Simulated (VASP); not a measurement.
# KF (rocksalt type) in VASP: notebook, part 2 of 2

VASP 6.6.1.

## Step 4: Electric field gradients, PBE (equal xy, yz and zx shear strains of -3 %)

File INCAR:

```
PREC     = Accurate       # precision mode
ENCUT    = 520            # plane-wave cutoff, eV
EDIFF    = 1E-8           # SCF threshold, eV
ISMEAR   = -1             # smearing method
SIGMA    = 0.08           # smearing width, eV
LREAL    = False          # projectors in reciprocal space
LASPH    = True           # aspherical terms in the spheres
NELM     = 80             # most SCF steps
ALGO     = Normal         # electronic algorithm
ISIF     = 2              # what is computed and relaxed
LWAVE    = False          # write WAVECAR
LCHARG   = False          # write CHGCAR
GGA      = PE             # functional
LEFG     = True         
NBANDS   = 15             # bands
```

File KPOINTS:

```
regular mesh
0
Gamma
  16 16 16
```

File POSCAR:

```
KF
1.0
   -0.0812966289      2.6692393144      2.6692393144
    2.6692393144     -0.0812966289      2.6692393144
    2.6692393144      2.6692393144     -0.0812966289
K F
1 1
Direct
    0.0000000000      0.0000000000      0.0000000000
    0.5000000000      0.5000000000      0.5000000000
```

Potentials or basis: VASP PAW PBE potentials, release 64 (K_sv, F).

The run is started by

```sh
cat potpaw_PBE.64/K_sv/POTCAR potpaw_PBE.64/F/POTCAR > POTCAR
mpirun -np 1 vasp_std > vasp.out
```

OUTCAR:

```text
PREC = Accurate
   ENCUT = 520
   EDIFF = 1E-8
   ISMEAR = -1
   LREAL = False
   LASPH = True
   NELM = 80
   ISIF = 2
   GGA = PE

 ion  position               nearest neighbor table
   1  0.000  0.000  0.000-   2 2.71   2 2.71   2 2.71   2 2.71   2 2.71   2 2.71
   2  0.500  0.500  0.500-   1 2.71   1 2.71   1 2.71   1 2.71   1 2.71   1 2.71

  LATTYP: Found a trigonal (rhomboedric) cell.
 ALAT       =     3.7757497503
 COS(alpha) =     0.4693254694

  Lattice vectors:

 A1 = (  -0.0812966289,   2.6692393144,   2.6692393144)
 A2 = (   2.6692393144,  -0.0812966289,   2.6692393144)
 A3 = (   2.6692393144,   2.6692393144,  -0.0812966289)

Analysis of symmetry for initial positions (statically):
=====================================================================
 Subroutine PRICEL returns:
 Original cell was already a primitive cell.

 Routine SETGRP: Setting up the symmetry group for a
 trigonal (rhombohedral) supercell.

 Subroutine GETGRP returns: Found 12 space group operations
 (whereof 12 operations were pure point group operations)
 out of a pool of 12 trial point group operations.

The static configuration has the point symmetry D_3d.

Analysis of symmetry for dynamics (positions and initial velocities):
=====================================================================
 Subroutine PRICEL returns:
 Original cell was already a primitive cell.

 Routine SETGRP: Setting up the symmetry group for a
 trigonal (rhombohedral) supercell.

 Subroutine GETGRP returns: Found 12 space group operations
 (whereof 12 operations were pure point group operations)
[... 577 lines left out ...]
      6      -3.0157      2.00000
      7      -2.9449      2.00000
      8      -2.9037      2.00000
      9       3.3096      0.00000
     10       7.3272      0.00000
     11       7.6416      0.00000
     12       8.0757      0.00000
     13       9.3673      0.00000
     14       9.3736      0.00000
     15      14.2110      0.00000

 [... further k-points ...]

------------------------ aborting loop because EDIFF is reached ----------------------------------------

  FORCE on cell =-STRESS in cart. coord.  units (eV):
  Direction    XX          YY          ZZ          XY          YZ          ZX
  --------------------------------------------------------------------------------------
  -------------------------------------------------------------------------------------
  Total        0.0049500      0.0049500      0.0049500      0.0919340      0.0919340      0.0919340
  in kB        0.1994022      0.1994022      0.1994022      3.7033867      3.7033867      3.7033867
  external PRESSURE =       0.1994022 kB  Pullay stress =       0.0000000 kB

 VOLUME and BASIS-vectors are now :
 -----------------------------------------------------------------------------
  energy-cutoff  :      520.00
  volume of cell :       39.77
      direct lattice vectors                 reciprocal lattice vectors
    -0.081296629  2.669239314  2.669239314    -0.178971681  0.184593828  0.184593828
     2.669239314 -0.081296629  2.669239314     0.184593828 -0.178971681  0.184593828
     2.669239314  2.669239314 -0.081296629     0.184593828  0.184593828 -0.178971681

 POSITION                                       TOTAL-FORCE (eV/Angst)
 -----------------------------------------------------------------------------------
      0.00000      0.00000      0.00000         0.000000     -0.000000      0.000000
      2.62859      2.62859      2.62859        -0.000000      0.000000     -0.000000
 -----------------------------------------------------------------------------------
    total drift:                                0.000000      0.000000      0.000000

  FREE ENERGIE OF THE ION-ELECTRON SYSTEM (eV)
  ---------------------------------------------------
  free  energy   TOTEN  =        -8.2949241899 eV

  energy  without entropy=       -8.2949241899  energy(sigma->0) =       -8.29492419

 Electric field gradients (V/A^2)
---------------------------------------------------------------------
 ion       V_xx      V_yy      V_zz      V_xy      V_xz      V_yz
---------------------------------------------------------------------
   1      -0.000     0.000    -0.000     2.783     2.783     2.783
   2       0.000     0.000     0.000    -0.939    -0.939    -0.939
---------------------------------------------------------------------

 Electric field gradients after diagonalization (V/A^2)
 (convention: |V_zz| > |V_xx| > |V_yy|)
----------------------------------------------------------------------
 ion       V_xx      V_yy      V_zz     asymmetry (V_yy - V_xx)/ V_zz
----------------------------------------------------------------------
   1      -2.783    -2.783     5.566       0.000
   2       0.939     0.939    -1.879       0.000
----------------------------------------------------------------------

           NMR quadrupolar parameters

 Cq : quadrupolar parameter    Cq=e*Q*V_zz/h
 eta: asymmetry parameters     (V_yy - V_xx)/ V_zz
 Q  : nuclear electric quadrupole moment in mb (millibarn)
----------------------------------------------------------------------
 ion       Cq(MHz)       eta       Q (mb)
----------------------------------------------------------------------
   1       0.013       0.000       1.000
   2      -0.005       0.000       1.000
----------------------------------------------------------------------
```

OSZICAR:

```text
N       E                     dE             d eps       ncg     rms          rms(c)
DAV:   1     0.108939310148E+03    0.10894E+03   -0.81986E+03 12526   0.103E+03
DAV:   2    -0.502821750044E+01   -0.11397E+03   -0.10465E+03 16363   0.280E+02
DAV:   3    -0.945657757949E+01   -0.44284E+01   -0.44085E+01 16833   0.494E+01
DAV:   4    -0.957108615240E+01   -0.11451E+00   -0.11449E+00 16788   0.745E+00
DAV:   5    -0.957235650532E+01   -0.12704E-02   -0.12703E-02 17125   0.693E-01    0.627E+00
DAV:   6    -0.832903844171E+01    0.12433E+01   -0.35772E+00 13231   0.144E+01    0.380E+00
DAV:   7    -0.829818081598E+01    0.30858E-01   -0.65873E-02 15618   0.221E+00    0.212E+00
DAV:   8    -0.829256986183E+01    0.56110E-02   -0.53486E-02 14008   0.226E+00    0.198E-01
DAV:   9    -0.829420052376E+01   -0.16307E-02   -0.38131E-03 16430   0.513E-01    0.122E-01
DAV:  10    -0.829479072079E+01   -0.59020E-03   -0.47585E-04 13392   0.185E-01    0.644E-02
DAV:  11    -0.829492454898E+01   -0.13383E-03   -0.13032E-04 13364   0.946E-02    0.191E-02
DAV:  12    -0.829492392711E+01    0.62187E-06   -0.11840E-05 15499   0.334E-02    0.410E-03
DAV:  13    -0.829492418060E+01   -0.25349E-06   -0.20947E-06 13826   0.128E-02    0.214E-03
DAV:  14    -0.829492418989E+01   -0.92919E-08   -0.65551E-08 16486   0.233E-03
   1 F= -.82949242E+01 E0= -.82949242E+01  d E =-.348879E-10
```

Wall time 82 s (1 thread of Intel Xeon 6975P-C (Granite Rapids), shared host); peak memory 0.34 GiB.

What came out:

```
Free energy                             : -8.2949 eV
Pressure                                : 0.0 GPa
Band gap on the k mesh                  : 5.91 eV
Largest electric field gradient by atom : K +5.6; F -1.9 V/Å²
```

Stress tensor (GPa, compression positive):
```
0.02 0.37 0.37
0.37 0.02 0.37
0.37 0.37 0.02
```

Levels at points of the mesh, in eV from the valence-band top:
| k point | band 5 | band 6 | band 7 | band 8 | band 9 | band 10 | band 11 | band 12 |
| --- | --- | --- | --- | --- | --- | --- | --- | --- |
| (0.00, 0.00, 0.00) | -9.57 | -0.04 | -0.04 | 0.00 | 5.91 | 10.37 | 10.37 | 10.83 |
| (0.50, 0.00, 0.00) | -9.60 | -0.78 | -0.36 | -0.29 | 8.81 | 10.22 | 11.61 | 12.03 |
| (0.50, 0.50, 0.00) | -9.74 | -0.26 | -0.11 | -0.08 | 8.13 | 10.03 | 11.45 | 13.32 |
| (0.50, 0.50, 0.50) | -9.63 | -0.77 | -0.39 | -0.39 | 8.96 | 10.40 | 11.88 | 11.88 |

Electric field gradients, principal values (V/Å²):
```tsv
atom	least	middle	greatest (by size)
1 K	-2.783	-2.783	5.566
2 F	0.939	0.939	-1.879
```

Caveat: the cell differs from its parent crystal (equal xy, yz and zx shear strains of -3 %); without QUAD_EFG the Cq values of the log hold for a quadrupole moment of 1 mb, not for the nuclei. A k mesh can miss the band edges.

## Step 5: Overview

```tsv
level	cell	gap on the mesh (eV)	pressure (GPa)
PBE	a = 3.832, b = 3.832, c = 3.852 Å, angles 59.8, 59.8, 59.7°, 2 atoms, atomic positions A	5.94	0.0
PBE+D4	a = 3.832 Å, angles 60.0°, 2 atoms, atomic positions B	5.95	-0.3
PBE	a = 3.776 Å, angles 62.0°, 2 atoms, atomic positions A	5.91	0.0
```

Alike in all rows: task electric field gradients; potentials or basis VASP PAW PBE potentials, release 64 (K_sv, F); no spin polarisation; k mesh 16 × 16 × 16; cutoff (eV) 520; smearing fermi-dirac 0.08 eV.

Total energies depend on the potentials used, so only differences within one code and one set of settings carry meaning.
